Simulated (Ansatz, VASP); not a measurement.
**MgO: VASP beside Ansatz**

```
Mg O
1.0
     3.43909    0.00000    0.00000
    -1.71955    2.97834    0.00000
     0.00000    0.00000    4.43736
Mg O
2 2
Direct
  0.67508 0.33333 0.75000
  0.34175 0.66667 0.25000
  0.65389 0.33333 0.25000
  0.32055 0.66667 0.75000
```

Change from the starting cell: mode 8 frozen in at -0.045 Å, strain +e along z and -e/2 along x and y +0.0467.

Alike in both runs: task single point; functional PBE; k mesh 9 × 9 × 6; occupations gaussian, width 0.05 eV; no spin polarisation.

|  | VASP | Ansatz |
| --- | --- | --- |
| version | VASP 6.6.1 | Ansatz 0.2.0 |
| potentials or method | VASP PAW PBE potentials, release 64 (Mg, O), cutoff 520 eV | scalar-relativistic, plane waves, PAW |
| valence electrons in the cell | 16 | 32 |

|  | VASP | Ansatz | Ansatz less VASP |
| --- | --- | --- | --- |
| gap on the k mesh at the Fermi level (eV) | 3.17 | 3.20 | +0.021 |
| least direct gap on the mesh (eV) | 3.17 | 3.20 | +0.021 |
| pressure (GPa) | 1.1 | 1.6 | +0.54 |
| traceless stress, the component that is largest in VASP (GPa) | -7.04 | -6.89 | +0.149 |
| rms of the force components (eV/Å) | 0.455 | 0.450 | -0.0048 |

Atom by atom the forces differ by 0.005 eV/Å (rms over components). VASP's potentials hold 16 valence electrons a cell and Ansatz's 32, so a difference there can come from the potentials and not from the codes.
